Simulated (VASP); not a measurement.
**H2ClF: single point with PBE**

H2ClF:

```
CELL_PARAMETERS angstrom
8.24747 0.00000 0.00000
0.00000 8.24747 0.00000
0.00000 0.00000 8.24747
ATOMIC_POSITIONS crystal
Cl 0.86591 0.38939 0.56480
Cl 0.73018 0.07048 0.78907
Cl 0.35269 0.20684 0.23715
Cl 0.89480 0.56726 0.05727
Cl 0.20731 0.09159 0.61017
Cl 0.46485 0.41522 0.91185
H 0.94363 0.38461 0.70188
H 0.61161 0.00412 0.85220
H 0.44047 0.17764 0.35099
H 0.82482 0.44588 0.13343
H 0.09456 0.06863 0.50463
H 0.52239 0.54943 0.86548
H 0.14956 0.22164 0.97325
H 0.01246 0.13600 0.22303
H 0.41295 0.54537 0.47465
H 0.31349 0.89403 0.04895
H 0.73454 0.32426 0.29476
H 0.76519 0.73946 0.71655
F 0.11893 0.31828 0.98935
F 0.89330 0.12596 0.23564
F 0.31240 0.59615 0.51308
F 0.21620 0.85791 0.02145
F 0.64786 0.26135 0.28762
F 0.67627 0.72383 0.63627
```

- Program: VASP 6.6.1
- Task: single point
- Functional: PBE
- Potentials or basis: VASP PAW PBE potentials, release 64 (Cl, H, F)
- Cutoff: 520 eV
- k mesh: 1 × 1 × 1
- Occupations: fermi-dirac, width 0.05 eV
- Spin: no spin polarisation

| Item | Value |
| --- | --- |
| Pressure | 1.9 GPa |
| Largest force | 7.732 eV/Å |
| Band gap on the k mesh | 4.78 eV |

Forces on the atoms (eV/Å):
```
Cl   0.278  0.074  0.431
Cl   1.337  0.644 -0.623
Cl  -2.696  0.306 -2.305
Cl  -0.543 -0.237  0.523
Cl  -0.024 -0.093  0.144
Cl  -0.098 -0.375  0.163
H   -0.080  0.030 -0.309
H   -1.299 -0.730  0.707
H    1.473 -0.748  2.164
H    0.398  0.682 -0.756
H   -0.016 -0.008  0.106
H    0.268  0.590 -0.394
H    2.294 -7.237 -1.465
H   -2.100 -0.174  0.166
H   -1.708  0.885  0.691
H    3.370  1.217  1.116
H    3.180  1.783  0.518
H   -1.725 -0.239 -1.718
F   -2.376  6.804  1.186
F    2.820  0.001 -0.268
F    1.698 -0.851 -0.673
F   -3.391 -1.117 -1.025
F   -2.696 -1.426 -0.103
F    1.637  0.219  1.724
```

Stress tensor (GPa, compression positive):
```
 2.44  0.27  0.07
 0.27  2.58 -0.07
 0.07 -0.07  0.77
```

Levels at points of the mesh, in eV from the valence-band top:
| k point | band 45 | band 46 | band 47 | band 48 | band 49 | band 50 | band 51 | band 52 |
| --- | --- | --- | --- | --- | --- | --- | --- | --- |
| (0.00, 0.00, 0.00) | -0.32 | -0.27 | -0.02 | 0.00 | 4.78 | 5.88 | 6.34 | 6.78 |

It took 37 s on 1 thread of Intel(R) Xeon(R) 6975P-C (Granite Rapids), on a shared host, peak memory 0.55 GiB.

Caveat: the k points lie up to 0.76 Å⁻¹ apart.
